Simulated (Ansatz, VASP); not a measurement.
**Two plane-wave programs on AlCo**

Contents of INCAR:

```
PREC = Accurate
ENCUT = 520
EDIFF = 1E-6
ISMEAR = -1
SIGMA = 0.1
LREAL = F
LASPH = T
NELM = 80
ALGO = Normal
ISIF = 2
LWAVE = F
LCHARG = T
LDIPOL = T
IDIPOL = 3
DIPOL = 0.5 0.5 0.500
GGA = PE
LELF = T
LVHAR = T
LVACPOTAV = T
NBANDS = 27
```

Contents of KPOINTS:

```
Automatic mesh
0
Gamma
  13 9 1
```

The input POSCAR:

```
AlCo
1.0
    2.8528193273      0.0000000000      0.0000000000
    0.0000000000      4.0344957836      0.0000000000
    0.0000000000      0.0000000000     20.0345000000
Co Al
3 3
Direct
    0.7500000000      0.2500000000      0.3993112934
    0.7500000000      0.7500000000      0.5000000000
    0.7500000000      0.2500000000      0.6006887066
    0.2500000000      0.7500000000      0.3993112934
    0.2500000000      0.2500000000      0.5000000000
    0.2500000000      0.7500000000      0.6006887066
```

Input for Ansatz:

```yaml
crystal:
  lattice:
    - [2.8528193273, 0.0, 0.0]
    - [0.0, 4.0344957836, 0.0]
    - [0.0, 0.0, 20.0345]
  atoms:
    - { symbol: Co, position: [0.75, 0.25, 0.3993112934] }
    - { symbol: Al, position: [0.25, 0.75, 0.3993112934] }
    - { symbol: Co, position: [0.75, 0.75, 0.5] }
    - { symbol: Al, position: [0.25, 0.25, 0.5] }
    - { symbol: Co, position: [0.75, 0.25, 0.6006887066] }
    - { symbol: Al, position: [0.25, 0.75, 0.6006887066] }
kpoints:
  mp_grid: { grid: [13, 9, 1] }
scf:
  occupations: { method: fermi_dirac, width: 0.1 }
hamiltonian:
  xc: pbe
  pseudopotentials: { kind: paw }
output:
  forces: true
  stress: true
  eigenvalues: true
  populations: true
efield:
  axis: 3
  amplitude: 0
  dipole_correction: true
```

Alike in both runs: task single point; functional PBE; k mesh 13 × 9 × 1; occupations fermi-dirac, width 0.1 eV; no spin polarisation.

```csv
,VASP,Ansatz
version,VASP 6.6.1,Ansatz 0.2.0
potentials or method,"VASP PAW PBE potentials, release 64 (Co, Al)","PAW with Ansatz's default frozen-core files, scalar-relativistic"
plane-wave cutoff (eV),520,420
valence electrons in the cell,36,60
```

```csv
,VASP,Ansatz,Ansatz less VASP
rms of the force components (eV/Å),0.266,0.272,+0.0068
```

VASP's potentials hold 36 valence electrons a cell and Ansatz's 60, so a difference there can come from the potentials and not from the codes.
